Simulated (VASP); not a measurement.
# Al18H3C in VASP: a series of runs

Runs on Al18H3C. Level: PBE+D3(BJ). Tasks: single point.

Everything below comes from runs of VASP 6.6.1. Logs are shortened: lines on timing, memory, paths and dates and some standing lists are left out, and cuts for length are marked.

## (1) The cell of the first run

The cell holds a slab with vacuum, 22 atoms: a = 5.728 Å, b = 8.591 Å, c = 15.677 Å, α = 90.00°, β = 90.00°, γ = 60.00°.

## (2) Single point, PBE+D3(BJ)

File INCAR:

```
SYSTEM = Al18H3C
ALGO = Normal ; EDIFF = 1E-6
ENCUT = 520 ; GGA = PE
ISIF = 2 ; ISMEAR = 0
IVDW = 12 ; LASPH = .TRUE.
LCHARG = .FALSE. ; LREAL = Auto
LWAVE = .FALSE. ; NBANDS = 48
NELM = 100 ; PREC = Accurate
SIGMA = 0.15
```

File KPOINTS:

```
k-points
0
G
  3 2 1
  0 0 0
```

File POSCAR:

```
Al18H3C
1.0
    5.7275650000      0.0000000000      0.0000000000
    4.2956740000      7.4403250000      0.0000000000
    0.0000000000      0.0000000000     15.6765370000
Al C H
18 1 3
Direct
    0.1666665958      0.1111111410      0.0637895984
    0.6666666831      0.1111111410      0.0637895984
    0.1666667458      0.4444444295      0.0637895984
    0.6666666585      0.4444444295      0.0637895984
    0.1666666204      0.7777778524      0.0637895984
    0.6666667077      0.7777778524      0.0637895984
   -0.1687177919      0.2179471999      0.2092078116
    0.3306500274      0.2189182596      0.2079568976
   -0.1725080059      0.5536211120      0.2132784811
    0.3286840461      0.5516679715      0.2084068695
   -0.1651943801      0.8812483326      0.2130932999
    0.3279028262      0.8867437914      0.2085931351
   -0.0020369690     -0.0006935181      0.3580346858
    0.4800718038      0.0120510865      0.3518079918
   -0.0026579658      0.3239781864      0.3546856681
    0.4940894390      0.3305687588      0.3568313589
   -0.0000014689      0.6563750911      0.3623755042
    0.4680802129      0.6673770299      0.3518409072
    0.8259192554      0.6917963933      0.4810771665
    1.0000151899      0.6111867425      0.5227169113
    0.7236543563      0.8328419793      0.5019166542
    0.6834040962      0.6423435804      0.4910132895
```

Potentials or basis: VASP PAW PBE potentials, release 64 (Al, C, H).

On the command line:

```console
$ cat potpaw_PBE.64/Al/POTCAR potpaw_PBE.64/C/POTCAR potpaw_PBE.64/H/POTCAR > POTCAR
$ mpirun -np 1 vasp_std > vasp.out
```

OUTCAR:

```text
SYSTEM = Al18H3C
   EDIFF = 1E-6
   ENCUT = 520
   GGA = PE
   ISIF = 2
   ISMEAR = 0
   IVDW = 12
   LASPH = .TRUE.
   LREAL = Auto
   NELM = 100
   PREC = Accurate
 IVDW          = 12

 ion  position               nearest neighbor table
   1  0.167  0.111  0.064-   8 2.78  12 2.82   7 2.82   2 2.86   4 2.86   5 2.86   3 2.86   6 2.86
                             2 2.86
   2  0.667  0.111  0.064-   7 2.79   8 2.81   1 2.86   4 2.86   3 2.86   5 2.86   6 2.86   1 2.86
                            11 2.90
   3  0.167  0.444  0.064-  10 2.78   8 2.82   4 2.86   2 2.86   1 2.86   5 2.86   6 2.86   4 2.86
                             9 2.89
   4  0.667  0.444  0.064-  10 2.82   7 2.84   9 2.84   3 2.86   2 2.86   1 2.86   5 2.86   3 2.86
                             6 2.86
   5  0.167  0.778  0.064-  12 2.78  10 2.82  11 2.86   6 2.86   2 2.86   1 2.86   3 2.86   4 2.86
                             6 2.86
   6  0.667  0.778  0.064-  12 2.82  11 2.84   5 2.86   2 2.86   1 2.86   3 2.86   5 2.86   4 2.86
                             9 2.88
   7  0.831  0.218  0.209-   2 2.79  15 2.79   1 2.82   4 2.84  13 2.84  12 2.84  16 2.86   8 2.86
                             8 2.86  10 2.87   9 2.87  11 2.88
   8  0.331  0.219  0.208-  14 2.73   1 2.78   2 2.81   3 2.82  15 2.83  10 2.85  16 2.85  12 2.86
                             7 2.86   7 2.86   9 2.88  11 2.90
   9  0.827  0.554  0.213-  15 2.80  18 2.81  11 2.84   4 2.84  17 2.84  12 2.86  10 2.86  10 2.87
[... 4 lines left out ...]
                            12 2.88   7 2.88   8 2.90   2 2.90
  12  0.328  0.887  0.209-  18 2.78   5 2.78  14 2.81   1 2.82   6 2.82   7 2.84  11 2.85  13 2.86
                             8 2.86   9 2.86  10 2.88  11 2.88
  13  0.998  0.999  0.358-  18 2.78  15 2.79  14 2.82  11 2.83   7 2.84  12 2.86  16 2.87  14 2.91
                            17 2.94
  14  0.480  0.012  0.352-  15 2.72   8 2.73  16 2.78  11 2.80  12 2.81  13 2.82  13 2.91  18 3.00
                            17 3.02
  15  0.997  0.324  0.355-  14 2.72  13 2.79   7 2.79   9 2.80   8 2.83  16 2.85  17 2.87  16 2.87
                            18 2.99
  16  0.494  0.331  0.357-  14 2.78  17 2.82  18 2.82  10 2.85   8 2.85  15 2.85   7 2.86  13 2.87
                            15 2.87
  17  1.000  0.656  0.362-  19 2.06  18 2.73  16 2.82   9 2.84  15 2.87  11 2.88  10 2.91  13 2.94
                            18 3.00  14 3.02
  18  0.468  0.667  0.352-  10 2.73  17 2.73  13 2.78  12 2.78   9 2.81  16 2.82  15 2.99  14 3.00
                            17 3.00
  19  0.826  0.692  0.481-  21 1.10  20 1.10  22 1.10  17 2.06
  20  0.000  0.611  0.523-  19 1.10
  21  0.724  0.833  0.502-  19 1.10
  22  0.683  0.642  0.491-  19 1.10

  LATTYP: Found a simple monoclinic cell.
 ALAT       =     5.7275650000
 B/A-ratio  =     2.7370334514
 C/A-ratio  =     1.3228756151
 COS(beta)  =    -0.1889822093

  Lattice vectors:

 A1 = (   5.7275650000,   0.0000000000,   0.0000000000)
 A2 = (   0.0000000000,   0.0000000000, -15.6765370000)
 A3 = (  -1.4318910000,   7.4403250000,   0.0000000000)

Analysis of symmetry for initial positions (statically):
[... 179 lines left out ...]
   EFERMI_NEDOS =   21; number of points for ismear=-14 and -15
   IALGO  =     38    algorithm
   IMIX   =      4    mixing-type and parameters
     AMIX     =   0.40;   BMIX     =  1.00
     AMIX_MAG =   1.60;   BMIX_MAG =  1.00
  volume/ion in A,a.u.               =      30.37       204.92
  Fermi-wavevector in a.u.,A,eV,Ry     =   0.737192  1.393091  7.394119  0.543452
  Thomas-Fermi vector in A             =   1.830814
   LORBIT       =      0    0 simple, 1 ext, 2 COOP (PROOUT), +10 PAW based schemes
   GGA     = PE    functional components
   LHFCALC =     F    Hartree Fock is set to
   AEXX    =    0.0000 exact exchange contribution
   IVDW    =    12    specifies the selected vdW correction
   LEPSILON=     F    determine dielectric tensor
   LRPA    =     F    only Hartree local field effects (RPA)
 non-spin polarized calculation
 Gauss-broadening in eV      SIGMA  =   0.15
  energy-cutoff  :      520.00
  volume of cell :      668.05
 maximum number of plane-waves:     17998
 NGX is ok and might be reduce to    42
   NGX = 21   NGY = 31   NGZ = 59

 number of electron      61.0000000 magnetization

 Free energy of the ion-electron system (eV)
  ---------------------------------------------------
  ext. energy  EPLUGINS =         0.00000000
  ---------------------------------------------------
  free energy    TOTEN  =       -82.97876080 eV

  energy without entropy =      -82.83042693  energy(sigma->0) =      -82.90459387

 E-fermi :   1.4279     XC(G=0):  -5.9199

 val. band max:        1.4235523069   @ k =   0.3333   0.0000   0.0000
 cond. band min:       1.4770683147   @ k =   0.0000   0.0000   0.0000
 fundamental gap:      0.0535160078
 Fermi energy:         1.4278932662

 k-point     1 :       0.0000    0.0000    0.0000
  band No.  band energies     occupation
      1     -11.5146      2.00000
      2      -8.9679      2.00000
      3      -7.1587      2.00000
      4      -6.3739      2.00000
      5      -6.3299      2.00000
      6      -4.8802      2.00000
[... 169 lines left out ...]
     41       3.9890      0.00000
     42       4.0289      0.00000
 [bands above 42 left out]

------------------------ aborting loop because EDIFF is reached ----------------------------------------

 Edisp (eV)   -4.42490

 E8    (eV) :    -2.0203

  FORCE on cell =-STRESS in cart. coord.  units (eV):
  Direction    XX          YY          ZZ          XY          YZ          ZX
  --------------------------------------------------------------------------------------
  -------------------------------------------------------------------------------------
  Total      -7.50058    -8.63687     0.73855    -0.88320    -0.15315     2.09997
  in kB     -17.98844   -20.71357     1.77124    -2.11816    -0.36729     5.03629
  external pressure =      -12.31 kB  Pullay stress =        0.00 kB

 VOLUME and BASIS-vectors are now :
 -----------------------------------------------------------------------------
  energy-cutoff  :      520.00
  volume of cell :      668.05
      direct lattice vectors                 reciprocal lattice vectors
     5.727565000  0.000000000  0.000000000     0.174594265 -0.100802054  0.000000000
     4.295674000  7.440325000  0.000000000     0.000000000  0.134402731  0.000000000
     0.000000000  0.000000000 15.676537000     0.000000000  0.000000000  0.063789598

 POSITION                                       TOTAL-FORCE (eV/Angst)
 -----------------------------------------------------------------------------------
      1.43189      0.82670      1.00000        -0.032755      0.125944     -0.181019
      4.29567      0.82670      1.00000        -0.037427      0.056876     -0.074775
      2.86378      3.30681      1.00000        -0.108678     -0.132367     -0.074988
      5.72757      3.30681      1.00000         0.055294     -0.072375      0.007639
      4.29567      5.78692      1.00000        -0.122217      0.055667     -0.020546
      7.15946      5.78692      1.00000         0.010060     -0.037198      0.219324
[... 14 lines left out ...]
      7.72239      6.19661      7.86832         0.091062      0.015387      0.040318
      6.67354      4.77924      7.69739         0.079772     -0.023227     -0.030131
 -----------------------------------------------------------------------------------
    total drift:                               -0.006279      0.011924     -0.004204

  FREE ENERGIE OF THE ION-ELECTRON SYSTEM (eV)
  ---------------------------------------------------
  free  energy   TOTEN  =       -87.4036630364 eV

  energy  without entropy=      -87.2553291680  energy(sigma->0) =      -87.32949610
```

stdout:

```text
POSCAR found type information on POSCAR AlC H
 POSCAR found :  3 types and      22 ions
 scaLAPACK will be used
 LDA part: xc-table for (Slater+PW92), standard interpolation
 -----------------------------------------------------------------------------
|                                                                             |
|           W    W    AA    RRRRR   N    N  II  N    N   GGGG   !!!           |
|           W    W   A  A   R    R  NN   N  II  NN   N  G    G  !!!           |
|           W    W  A    A  R    R  N N  N  II  N N  N  G       !!!           |
|           W WW W  AAAAAA  RRRRR   N  N N  II  N  N N  G  GGG   !            |
|           WW  WW  A    A  R   R   N   NN  II  N   NN  G    G                |
|           W    W  A    A  R    R  N    N  II  N    N   GGGG   !!!           |
|                                                                             |
|     Your reciprocal lattice and k-lattice belong to different lattice       |
|     classes:                                                                |
|                                                                             |
|        The reciprocal lattice is simple monoclinic,                         |
|        whereas your k-lattice is hexagonal.                                 |
|                                                                             |
|     Results are often still useful ...                                      |
|                                                                             |
 -----------------------------------------------------------------------------

 POSCAR, INCAR and KPOINTS ok, starting setup
 FFT: planning ... GRIDC
 FFT: planning ... GRID_SOFT
 FFT: planning ... GRID
 WAVECAR not read
 entering main loop
```

Wall time 8.9 min (1 thread of Intel Xeon Platinum 8488C (Sapphire Rapids), shared host); peak memory 0.73 GiB.

What came out:

```yaml
Free_energy: -87.4037 eV
Largest_force: 0.223 eV/Å
Band_gap_on_the_k_mesh: zero (an odd number of electrons rules out a gap without spin polarisation)
Dispersion_energy_per_atom: -0.201 eV
```

Forces on the atoms (eV/Å):
```
Al  -0.033  0.126 -0.181
Al  -0.037  0.057 -0.075
Al  -0.109 -0.132 -0.075
Al   0.055 -0.072  0.008
Al  -0.122  0.056 -0.021
Al   0.010 -0.037  0.219
Al  -0.005  0.011 -0.005
Al  -0.006 -0.005  0.004
Al  -0.011  0.010  0.002
Al  -0.015  0.011 -0.003
Al  -0.007  0.003 -0.002
Al  -0.012  0.007 -0.011
Al  -0.003  0.019 -0.007
Al  -0.020 -0.018  0.001
Al  -0.007  0.004  0.007
Al  -0.022 -0.009 -0.001
Al  -0.021 -0.002  0.020
Al  -0.038  0.008 -0.025
C    0.113 -0.011  0.028
H    0.119 -0.016  0.106
H    0.091  0.015  0.040
H    0.080 -0.023 -0.030
```

Caveat: the k points lie up to 0.42 Å⁻¹ apart, too coarse for converged energies and pressures of a metal.

## (3) Single point, PBE+D3(BJ)

File INCAR:

```
PREC     = Accurate       # precision mode
ENCUT    = 520            # plane-wave cutoff, eV
EDIFF    = 1E-6           # SCF threshold, eV
ISMEAR   = 0              # smearing method
SIGMA    = 0.15           # smearing width, eV
LREAL    = Auto         
LASPH    = True           # aspherical terms in the spheres
NELM     = 100            # most SCF steps
ALGO     = Normal         # electronic algorithm
ISIF     = 2              # what is computed and relaxed
LWAVE    = False          # write WAVECAR
LCHARG   = False          # write CHGCAR
GGA      = PE             # functional
IVDW     = 12             # dispersion correction
NBANDS   = 48             # bands
```

File KPOINTS:

```
Automatic mesh
0
Gamma
  3 2 1
```

File POSCAR:

```
Al18H3C
1.0
    5.7275650000      0.0000000000      0.0000000000
    4.2956740000      7.4403250000      0.0000000000
    0.0000000000      0.0000000000     15.6765370000
Al C H
18 1 3
Direct
    0.1666665958      0.1111111410      0.0637895984
    0.6666666831      0.1111111410      0.0637895984
    0.1666667458      0.4444444295      0.0637895984
    0.6666666585      0.4444444295      0.0637895984
    0.1666666204      0.7777778524      0.0637895984
    0.6666667077      0.7777778524      0.0637895984
   -0.1745099020      0.2233418567      0.2090051521
    0.3295206988      0.2200178084      0.2086252850
   -0.1726810999      0.5566651994      0.2137041491
    0.3253337630      0.5562907534      0.2111274958
   -0.1689884868      0.8850935947      0.2122226356
    0.3249306206      0.8892485207      0.2077891948
   -0.0060617339      0.0034525374      0.3560566980
    0.4820294780      0.0058518949      0.3526963257
   -0.0001220324      0.3246458992      0.3557815734
    0.4957452591      0.3276256078      0.3559367097
    0.0009698130      0.6622905585      0.3639680116
    0.4776805121      0.6734293193      0.3533821277
    0.9140229064      0.6803615433      0.4905827097
    1.1033273633      0.6055375269      0.5264181751
    0.8083290101      0.8215874979      0.5111033770
    0.7846346288      0.6227688979      0.5047159331
```

Potentials or basis: VASP PAW PBE potentials, release 64 (Al, C, H).

On the command line:

```console
$ cat potpaw_PBE.64/Al/POTCAR potpaw_PBE.64/C/POTCAR potpaw_PBE.64/H/POTCAR > POTCAR
$ mpirun -np 1 vasp_std > vasp.out
```

It took 8.6 min on 1 thread of Intel Xeon Platinum 8488C (Sapphire Rapids), shared host; peak memory 0.72 GiB.

Results (log left out):

```yaml
Free_energy: -87.5685 eV
Largest_force: 0.194 eV/Å
Band_gap_on_the_k_mesh: zero (an odd number of electrons rules out a gap without spin polarisation)
Dispersion_energy_per_atom: -0.200 eV
```

Forces on the atoms (eV/Å):
```
Al  -0.033  0.066 -0.179
Al  -0.028  0.046 -0.098
Al  -0.079 -0.097  0.017
Al   0.034 -0.056  0.026
Al  -0.057  0.072  0.001
Al  -0.024 -0.016  0.183
Al   0.001  0.006 -0.004
Al  -0.001  0.000 -0.003
Al   0.000  0.003 -0.001
Al   0.000  0.002  0.000
Al   0.000  0.004 -0.003
Al   0.000  0.003 -0.003
Al   0.001  0.005 -0.003
Al  -0.001 -0.004  0.002
Al   0.001  0.001  0.004
Al  -0.002 -0.003  0.000
Al   0.003 -0.002  0.008
Al   0.011  0.005  0.005
C    0.029 -0.017 -0.008
H    0.073 -0.013  0.016
H    0.043  0.015  0.020
H    0.031 -0.020  0.019
```

Levels at points of the mesh, in eV from the Fermi level:
| k point | band 28 | band 29 | band 30 | band 31 | band 32 | band 33 | band 34 | band 35 |
| --- | --- | --- | --- | --- | --- | --- | --- | --- |
| (0.00, 0.00, 0.00) | -0.31 | -0.16 | -0.10 | -0.03 | 0.08 | 0.14 | 0.53 | 1.04 |
| (0.00, 0.50, 0.00) | -1.01 | -0.19 | -0.14 | -0.11 | 0.06 | 0.21 | 0.47 | 1.39 |

Caveat: the k points lie up to 0.42 Å⁻¹ apart, too coarse for converged energies and pressures of a metal.
